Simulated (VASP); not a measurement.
Set up this calculation in VASP 6.6.1, as the native input.

| Property | Result |
| --- | --- |
| Task | single point |
| Functional | r2SCAN |
| Potentials or basis | VASP PAW PBE potentials, release 64 (Pb_d, S) |
| Cutoff | 550 eV |
| k mesh | 8 × 8 × 8 |
| Occupations | gaussian, width 0.05 eV |
| Spin | no spin polarisation |
| Dipole correction | no |
| Further INCAR settings | ALGO = Normal; EDIFF = 1e-06; NBANDS = 17 |

PbS:

```
CELL_PARAMETERS angstrom
0.00000 2.96500 2.96500
2.96500 0.00000 2.96500
2.96500 2.96500 0.00000
ATOMIC_POSITIONS crystal
Pb 0.00000 0.00000 0.00000
S 0.50243 0.50243 0.50243
```

This cell differs from its parent crystal: all S atoms moved +0.025 Å, as atom 2 along Cartesian [1 1 1].

These files were run (other wordings do the same):

POSCAR

```
PbS
1.0
    0.0000000000      2.9650000000      2.9650000000
    2.9650000000      0.0000000000      2.9650000000
    2.9650000000      2.9650000000      0.0000000000
Pb S
1 1
Direct
    0.0000000000      0.0000000000      0.0000000000
    0.5024340231      0.5024340231      0.5024340231
```

INCAR.step1

```
SYSTEM = PbS
PREC = Accurate ; ENCUT = 550
ISMEAR = 0 ; SIGMA = 0.05
LREAL = .False. ; LASPH = .True.
NELM = 120 ; NBANDS = 17
GGA = PE ; ALGO = Normal
EDIFF = 1E-5 ; LWAVE = .True.
LCHARG = .False. ; GGA_COMPAT = .False.
```

INCAR.step2

```
SYSTEM = PbS
PREC = Accurate ; ENCUT = 550
EDIFF = 1E-6 ; ISMEAR = 0
SIGMA = 0.05 ; LREAL = .False.
LASPH = .True. ; NELM = 120
ALGO = Normal ; ISIF = 2
LWAVE = .False. ; LCHARG = .True.
METAGGA = R2SCAN ; LMIXTAU = .True.
LELF = .True. ; LVHAR = .True.
NBANDS = 17 ; ISTART = 1
GGA_COMPAT = .False.
```

KPOINTS

```
regular mesh
0
Gamma
  8 8 8
  0 0 0
```

Potentials or basis: VASP PAW PBE potentials, release 64 (Pb_d, S).

Run with:

```bash
$ cat potpaw_PBE.64/Pb_d/POTCAR potpaw_PBE.64/S/POTCAR > POTCAR
$ cp INCAR.step1 INCAR
$ mpirun -np 1 vasp_std > vasp.out
$ cp INCAR.step2 INCAR
$ mpirun -np 1 vasp_std > vasp.out
```

Results of the run:

```
Pressure               : 1.4 GPa
Largest force          : 0.011 eV/Å
Band gap on the k mesh : 0.62 eV, direct
```

Caveat: the cell differs from its parent crystal (all S atoms moved +0.025 Å, as atom 2 along Cartesian [1 1 1]); the PAW data sets were made with another functional, which shifts forces and pressure a little; spin-orbit coupling is left out, which moves the levels of the heavy elements.

It took 58 s on 1 thread of Intel(R) Xeon(R) 6975P-C (Granite Rapids), with other jobs on the host, peak memory 0.22 GiB.
